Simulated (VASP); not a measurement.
# PbS (Fm-3m) in VASP: a series of runs

The runs below take PbS through single point, with PBE, LDA.

All numbers are computed with VASP 6.6.1; they aren't measurements. Logs are shortened: lines on timing, memory, paths and dates and some standing lists are left out, and cuts for length are marked.

### Step 1. The cell of the first run

The structure is cubic, space group Fm-3m (No. 225). The conventional cell has a = 5.974 Å, b = 5.974 Å, c = 5.974 Å, α = 90.00°, β = 90.00°, γ = 90.00°. Pb (site symmetry m-3m) has 6 S at 2.99 Å within 3.9 Å. S (site symmetry m-3m) has 6 Pb at 2.99 Å within 3.9 Å.

### Step 2. Single point, PBE

The input, INCAR:

```
SYSTEM = PbS
ALGO = Normal ; EDIFF = 1E-6
ENCUT = 520 ; GGA = PE
ISIF = 2 ; ISMEAR = 0
LASPH = .True. ; LCHARG = .False.
LREAL = .False. ; LWAVE = .False.
NBANDS = 17 ; NELM = 80
PREC = Accurate ; SIGMA = 0.01
```

The input, KPOINTS:

```
k-points
0
Gamma
  4 4 4
  0 0 0
```

The input, POSCAR:

```
PbS
1.0
    0.0000000000      2.9872326629      2.9872326629
    2.9872326629      0.0000000000      2.9872326629
    2.9872326629      2.9872326629      0.0000000000
Pb S
1 1
Direct
    0.0000000000      0.0000000000      0.0000000000
    0.5000000000      0.5000000000      0.5000000000
```

Potentials or basis: VASP PAW PBE potentials, release 64 (Pb_d, S).

The run is started by

```sh
$ cat potpaw_PBE.64/Pb_d/POTCAR potpaw_PBE.64/S/POTCAR > POTCAR
$ mpirun -np 1 vasp_std > vasp.out
```

OUTCAR:

```text
SYSTEM = PbS
   EDIFF = 1E-6
   ENCUT = 520
   GGA = PE
   ISIF = 2
   ISMEAR = 0
   LASPH = .True.
   LREAL = .False.
   NELM = 80
   PREC = Accurate

 ion  position               nearest neighbor table
   1  0.000  0.000  0.000-   2 2.99   2 2.99   2 2.99   2 2.99   2 2.99   2 2.99
   2  0.500  0.500  0.500-   1 2.99   1 2.99   1 2.99   1 2.99   1 2.99   1 2.99

  LATTYP: Found a face centered cubic cell.
 ALAT       =     5.9744653258

  Lattice vectors:

 A1 = (   0.0000000000,   2.9872326629,   2.9872326629)
 A2 = (   2.9872326629,   0.0000000000,   2.9872326629)
 A3 = (   2.9872326629,   2.9872326629,   0.0000000000)

Analysis of symmetry for initial positions (statically):
=====================================================================
 Subroutine PRICEL returns:
 Original cell was already a primitive cell.

 Routine SETGRP: Setting up the symmetry group for a
 face centered cubic supercell.

 Subroutine GETGRP returns: Found 48 space group operations
 (whereof 48 operations were pure point group operations)
 out of a pool of 48 trial point group operations.

The static configuration has the point symmetry O_h .

Analysis of symmetry for dynamics (positions and initial velocities):
=====================================================================
 Subroutine PRICEL returns:
 Original cell was already a primitive cell.

 Routine SETGRP: Setting up the symmetry group for a
 face centered cubic supercell.

 Subroutine GETGRP returns: Found 48 space group operations
 (whereof 48 operations were pure point group operations)
 out of a pool of 48 trial point group operations.

The dynamic configuration has the point symmetry O_h .

 Subroutine INISYM returns: Found 48 space group operations
 (whereof 48 operations are pure point group operations),
 and found     1 'primitive' translations

----------------------------------------------------------------------------------------

                                     Primitive cell

  volume of cell :      53.3135

  direct lattice vectors                    reciprocal lattice vectors
     0.000000000  2.987232663  2.987232663    -0.167378995  0.167378995  0.167378995
     2.987232663  0.000000000  2.987232663     0.167378995 -0.167378995  0.167378995
     2.987232663  2.987232663  0.000000000     0.167378995  0.167378995 -0.167378995

  length of vectors
     4.224584946  4.224584946  4.224584946     0.289908923  0.289908923  0.289908923

  position of ions in fractional coordinates (direct lattice)
     0.000000000  0.000000000  0.000000000
     0.500000000  0.500000000  0.500000000

  ion indices of the primitive-cell ions
   primitive index   ion index
                 1           1
                 2           2

----------------------------------------------------------------------------------------

 KPOINTS: k-points

Automatic generation of k-mesh.
 Grid dimensions read from file:
 generate k-points for:    4    4    4

 Generating k-lattice:

  Cartesian coordinates                     Fractional coordinates (reciprocal lattice)
    -0.041844749  0.041844749  0.041844749     0.250000000  0.000000000  0.000000000
     0.041844749 -0.041844749  0.041844749     0.000000000  0.250000000  0.000000000
     0.041844749  0.041844749 -0.041844749     0.000000000  0.000000000  0.250000000

  Length of vectors
     0.072477231  0.072477231  0.072477231

  Shift w.r.t. Gamma in fractional coordinates (k-lattice)
     0.000000000  0.000000000  0.000000000

 Subroutine IBZKPT returns following result:
 ===========================================

 Found      8 irreducible k-points:

 Following reciprocal coordinates:
            Coordinates               Weight
  0.000000  0.000000  0.000000      1.000000
  0.250000  0.000000  0.000000      8.000000
  0.500000  0.000000  0.000000      4.000000
  0.250000  0.250000  0.000000      6.000000
  0.500000  0.250000  0.000000     24.000000
 -0.250000  0.250000  0.000000     12.000000
  0.500000  0.500000  0.000000      3.000000
 -0.250000  0.500000  0.250000      6.000000
   k-points           NKPTS =      8   k-points in BZ     NKDIM =      8   number of bands    NBANDS=     17
   number of dos      NEDOS =    301   number of ions     NIONS =      2
   total plane-waves  NPLWV =  32768
   dimension x,y,z NGX =    32 NGY =   32 NGZ =   32
   dimension x,y,z NGXF=    64 NGYF=   64 NGZF=   64
   ions per type =               1   1
   NGX,Y,Z   is equivalent  to a cutoff of  12.59, 12.59, 12.59 a.u.
   NGXF,Y,Z  is equivalent  to a cutoff of  25.19, 25.19, 25.19 a.u.
 SYSTEM =  PbS
   PREC   = accura    normal or accurate (medium, high low for compatibility)
   ISTART =      0    job   : 0-new  1-cont  2-samecut
   ICHARG =      2    charge: 1-file 2-atom 10-const
   ISPIN  =      1    spin polarized calculation?
   LNONCOLLINEAR =      F non collinear calculations
   LSORBIT =      F    spin-orbit coupling
   LASPH  =      T    aspherical Exc in radial PAW
   ENCUT  =  520.0 eV  38.22 Ry    6.18 a.u.   7.85  7.85  7.85*2*pi/ulx,y,z
   NELM   =     80;   NELMIN=  2; NELMDL= -5     # of ELM steps
   EDIFF  = 0.1E-05   stopping-criterion for ELM
   LREAL  =      F    real-space projection
   EDIFFG = 0.1E-04   stopping-criterion for IOM
   NSW    =      0    number of steps for IOM
   IBRION =     -1    ionic relax: 0-MD 1-quasi-New 2-CG
   NFREE  =      0    steps in history (QN), initial steepest desc. (CG)
   ISIF   =      2    stress and relaxation
   ISYM   =      2    0-nonsym 1-usesym 2-fastsym
   POTIM  = 0.5000    time-step for ionic-motion
   TEBEG  =    0.0;   TEEND  =   0.0 temperature during run
   PSTRESS=    0.0 pullay stress
   NELECT =      20.0000    total number of electrons
   NUPDOWN=      -1.0000    fix difference up-down
   EMIN   =  10.00;   EMAX   =-10.00  energy-range for DOS
   EFERMI =   0.00;   METHOD = LEGACY
   ISMEAR =     0;   SIGMA  =   0.01  broadening in eV -4-tet -1-fermi 0-gaus
   EFERMI_NEDOS =   21; number of points for ismear=-14 and -15
   IALGO  =     38    algorithm
   IMIX   =      4    mixing-type and parameters
     AMIX     =   0.40;   BMIX     =  1.00
     AMIX_MAG =   1.60;   BMIX_MAG =  1.00
  volume/ion in A,a.u.               =      26.66       179.89
  Fermi-wavevector in a.u.,A,eV,Ry     =   1.180699  2.231197 18.967196  1.394050
  Thomas-Fermi vector in A             =   2.316986
   LORBIT       =      0    0 simple, 1 ext, 2 COOP (PROOUT), +10 PAW based schemes
   GGA     = PE    functional components
   LHFCALC =     F    Hartree Fock is set to
   AEXX    =    0.0000 exact exchange contribution
   IVDW    =     0    specifies the selected vdW correction
   LEPSILON=     F    determine dielectric tensor
   LRPA    =     F    only Hartree local field effects (RPA)
 non-spin polarized calculation
 Gauss-broadening in eV      SIGMA  =   0.01
  energy-cutoff  :      520.00
  volume of cell :       53.31
 maximum number of plane-waves:      1459
   NGX = 15   NGY = 15   NGZ = 15

 number of electron      20.0000001 magnetization

 Free energy of the ion-electron system (eV)
  ---------------------------------------------------
  ext. energy  EPLUGINS =         0.00000000
  ---------------------------------------------------
  free energy    TOTEN  =        -8.75388871 eV

  energy without entropy =       -8.75388871  energy(sigma->0) =       -8.75388871

 E-fermi :   5.6042     XC(G=0):  -9.5826

 val. band max:        5.5163743523   @ k =   0.5000   0.0000   0.0000
 cond. band min:       5.9571835718   @ k =   0.5000   0.0000   0.0000
 fundamental gap:      0.4408092195
 Fermi energy:         5.6042092907

 k-point     1 :       0.0000    0.0000    0.0000
  band No.  band energies     occupation
      1     -11.2501      2.00000
      2     -11.2501      2.00000
      3     -11.2501      2.00000
      4     -11.2333      2.00000
      5     -11.2333      2.00000
      6      -7.8646      2.00000
[... 9 lines left out ...]
     16      12.3248      0.00000
     17      14.2525      0.00000

 k-point     2 :       0.2500    0.0000    0.0000
  band No.  band energies     occupation
      1     -11.2517      2.00000
      2     -11.2517      2.00000
      3     -11.2479      2.00000
      4     -11.2245      2.00000
      5     -11.2245      2.00000
      6      -7.3801      2.00000
[... 9 lines left out ...]
     16      13.5281      0.00000
     17      17.3405      0.00000

 k-point     3 :       0.5000    0.0000    0.0000
  band No.  band energies     occupation
      1     -11.2644      2.00000
      2     -11.2644      2.00000
      3     -11.2466      2.00000
      4     -11.2045      2.00000
      5     -11.2045      2.00000
      6      -6.6760      2.00000
[... 9 lines left out ...]
     16      15.6973      0.00000
     17      16.0408      0.00000

 k-point     4 :       0.2500    0.2500    0.0000
  band No.  band energies     occupation
      1     -11.2853      2.00000
      2     -11.2616      2.00000
      3     -11.2227      2.00000
      4     -11.2227      2.00000
      5     -11.2214      2.00000
      6      -7.2014      2.00000
[... 9 lines left out ...]
     16      15.5196      0.00000
     17      15.5865      0.00000

 k-point     5 :       0.5000    0.2500    0.0000
  band No.  band energies     occupation
      1     -11.3130      2.00000
      2     -11.2510      2.00000
      3     -11.2354      2.00000
      4     -11.2143      2.00000
      5     -11.2011      2.00000
      6      -6.4950      2.00000
[... 9 lines left out ...]
     16      16.3148      0.00000
     17      16.9382      0.00000

 k-point     6 :      -0.2500    0.2500    0.0000
  band No.  band energies     occupation
      1     -11.2772      2.00000
      2     -11.2480      2.00000
      3     -11.2367      2.00000
      4     -11.2206      2.00000
      5     -11.2204      2.00000
      6      -6.7411      2.00000
[... 9 lines left out ...]
     16      15.3682      0.00000
     17      16.2207      0.00000

 k-point     7 :       0.5000    0.5000    0.0000
  band No.  band energies     occupation
      1     -11.3710      2.00000
      2     -11.2732      2.00000
      3     -11.2095      2.00000
      4     -11.1940      2.00000
      5     -11.1940      2.00000
      6      -6.2812      2.00000
[... 9 lines left out ...]
     16      17.8167      0.00000
     17      17.8169      0.00000

 k-point     8 :      -0.2500    0.5000    0.2500
  band No.  band energies     occupation
      1     -11.3312      2.00000
      2     -11.2347      2.00000
      3     -11.2347      2.00000
      4     -11.2316      2.00000
      5     -11.1940      2.00000
      6      -6.2409      2.00000
[... 9 lines left out ...]
     16      17.4679      0.00000
     17      17.8093      0.00000

------------------------ aborting loop because EDIFF is reached ----------------------------------------

  FORCE on cell =-STRESS in cart. coord.  units (eV):
  Direction    XX          YY          ZZ          XY          YZ          ZX
  --------------------------------------------------------------------------------------
  -------------------------------------------------------------------------------------
  Total        0.3152316      0.3152316      0.3152316     -0.0000000     -0.0000000      0.0000000
  in kB        9.4733419      9.4733419      9.4733419     -0.0000000     -0.0000000      0.0000000
  external PRESSURE =       9.4733419 kB  Pullay stress =       0.0000000 kB

 VOLUME and BASIS-vectors are now :
 -----------------------------------------------------------------------------
  energy-cutoff  :      520.00
  volume of cell :       53.31
      direct lattice vectors                 reciprocal lattice vectors
     0.000000000  2.987232663  2.987232663    -0.167378995  0.167378995  0.167378995
     2.987232663  0.000000000  2.987232663     0.167378995 -0.167378995  0.167378995
     2.987232663  2.987232663  0.000000000     0.167378995  0.167378995 -0.167378995

 POSITION                                       TOTAL-FORCE (eV/Angst)
 -----------------------------------------------------------------------------------
      0.00000      0.00000      0.00000         0.000000      0.000000     -0.000000
      2.98723      2.98723      2.98723        -0.000000     -0.000000      0.000000
 -----------------------------------------------------------------------------------
    total drift:                                0.000000     -0.000000     -0.000000

  FREE ENERGIE OF THE ION-ELECTRON SYSTEM (eV)
  ---------------------------------------------------
  free  energy   TOTEN  =        -8.7538887121 eV

  energy  without entropy=       -8.7538887121  energy(sigma->0) =       -8.75388871
```

Run time: 5 s. Hardware: 1 thread of Intel Xeon Platinum 8559C (Emerald Rapids), shared host; peak memory 0.17 GiB.

Results:

| Item | Value |
| --- | --- |
| Free energy | -8.7539 eV |
| Pressure | 0.9 GPa |
| Band gap on the k mesh | 0.44 eV, direct |

Levels at points of the mesh, in eV from the valence-band top:
```csv
k point,band 6,band 7,band 8,band 9,band 10,band 11,band 12,band 13,band 14,band 15
"(0.00, 0.00, 0.00)",-13.38,-6.05,-2.04,-2.04,-2.04,5.17,5.17,5.17,6.81,6.81
"(0.50, 0.00, 0.00)",-12.19,-8.70,-1.67,-1.67,0.00,0.44,2.03,2.03,8.65,10.18
"(0.50, 0.50, 0.00)",-11.80,-7.15,-4.99,-3.28,-3.28,3.98,5.53,5.62,5.62,11.18
```

Caveat: the k points lie up to 0.46 Å⁻¹ apart; spin-orbit coupling is left out, which moves the levels of the heavy elements. A k mesh can miss the band edges.

### Step 3. Single point, LDA

The input, INCAR:

```
SYSTEM = PbS
ALGO = Normal
EDIFF = 1E-7
ENCUT = 520
GGA = CA
ISIF = 2
ISMEAR = 0
LASPH = .True.
LCHARG = .False.
LREAL = .False.
LWAVE = .False.
NBANDS = 17
NELM = 80
PREC = Accurate
SIGMA = 0.01
```

KPOINTS is that of step 2.

POSCAR is that of step 2.

Potentials or basis: VASP PAW LDA potentials, release 64 (Pb_d, S).

The run is started by

```sh
$ cat potpaw_LDA.64/Pb_d/POTCAR potpaw_LDA.64/S/POTCAR > POTCAR
$ mpirun -np 1 vasp_std > vasp.out
```

OUTCAR:

```text
SYSTEM = PbS
   EDIFF = 1E-7
   ENCUT = 520
   GGA = CA
   ISIF = 2
   ISMEAR = 0
   LASPH = .True.
   LREAL = .False.
   NELM = 80
   PREC = Accurate

 ion  position               nearest neighbor table
   1  0.000  0.000  0.000-   2 2.99   2 2.99   2 2.99   2 2.99   2 2.99   2 2.99
   2  0.500  0.500  0.500-   1 2.99   1 2.99   1 2.99   1 2.99   1 2.99   1 2.99

  LATTYP: Found a face centered cubic cell.
 ALAT       =     5.9744653258

  Lattice vectors:

[... 329 lines left out ...]

  FORCE on cell =-STRESS in cart. coord.  units (eV):
  Direction    XX          YY          ZZ          XY          YZ          ZX
  --------------------------------------------------------------------------------------
  -------------------------------------------------------------------------------------
  Total       -1.1899650     -1.1899650     -1.1899650      0.0000000      0.0000000     -0.0000000
  in kB      -35.7608316    -35.7608316    -35.7608316      0.0000000      0.0000000     -0.0000000
  external PRESSURE =     -35.7608316 kB  Pullay stress =       0.0000000 kB

 VOLUME and BASIS-vectors are now :
 -----------------------------------------------------------------------------
  energy-cutoff  :      520.00
  volume of cell :       53.31
      direct lattice vectors                 reciprocal lattice vectors
     0.000000000  2.987232663  2.987232663    -0.167378995  0.167378995  0.167378995
     2.987232663  0.000000000  2.987232663     0.167378995 -0.167378995  0.167378995
     2.987232663  2.987232663  0.000000000     0.167378995  0.167378995 -0.167378995

 POSITION                                       TOTAL-FORCE (eV/Angst)
 -----------------------------------------------------------------------------------
      0.00000      0.00000      0.00000         0.000000      0.000000      0.000000
      2.98723      2.98723      2.98723        -0.000000     -0.000000     -0.000000
 -----------------------------------------------------------------------------------
    total drift:                                0.000000     -0.000000     -0.000000

  FREE ENERGIE OF THE ION-ELECTRON SYSTEM (eV)
  ---------------------------------------------------
  free  energy   TOTEN  =        -9.9468555699 eV

  energy  without entropy=       -9.9468555699  energy(sigma->0) =       -9.94685557
```

OSZICAR:

```text
N       E                     dE             d eps       ncg     rms          rms(c)
DAV:   1     0.161246590155E+03    0.16125E+03   -0.95190E+03   272   0.122E+03
DAV:   2     0.223559017383E+01   -0.15901E+03   -0.15367E+03   288   0.324E+02
DAV:   3    -0.101102659729E+02   -0.12346E+02   -0.12270E+02   382   0.942E+01
DAV:   4    -0.104090265343E+02   -0.29876E+00   -0.29856E+00   349   0.158E+01
DAV:   5    -0.104193894450E+02   -0.10363E-01   -0.10362E-01   390   0.278E+00    0.425E+00
DAV:   6    -0.995785665780E+01    0.46153E+00   -0.14513E+00   427   0.778E+00    0.304E+00
DAV:   7    -0.995126173277E+01    0.65949E-02   -0.10544E-01   324   0.159E+00    0.170E+00
DAV:   8    -0.994721093490E+01    0.40508E-02   -0.12265E-02   349   0.105E+00    0.236E-01
DAV:   9    -0.994683631835E+01    0.37462E-03   -0.25207E-03   388   0.359E-01    0.835E-02
DAV:  10    -0.994686093374E+01   -0.24615E-04   -0.14671E-04   332   0.711E-02    0.599E-02
DAV:  11    -0.994685562687E+01    0.53069E-05   -0.19679E-05   357   0.464E-02    0.836E-03
DAV:  12    -0.994685556989E+01    0.56973E-07   -0.74259E-07   403   0.114E-02
   1 F= -.99468556E+01 E0= -.99468556E+01  d E =-.868340E-59
```

Run time: 4.1 s. Hardware: 1 thread of Intel Xeon Platinum 8559C (Emerald Rapids), shared host; peak memory 0.15 GiB.

Results:

```
Free energy            : -9.9469 eV
Pressure               : -3.6 GPa
Band gap on the k mesh : 0.28 eV, direct
```

Caveat: the k points lie up to 0.46 Å⁻¹ apart; spin-orbit coupling is left out, which moves the levels of the heavy elements. A k mesh can miss the band edges.
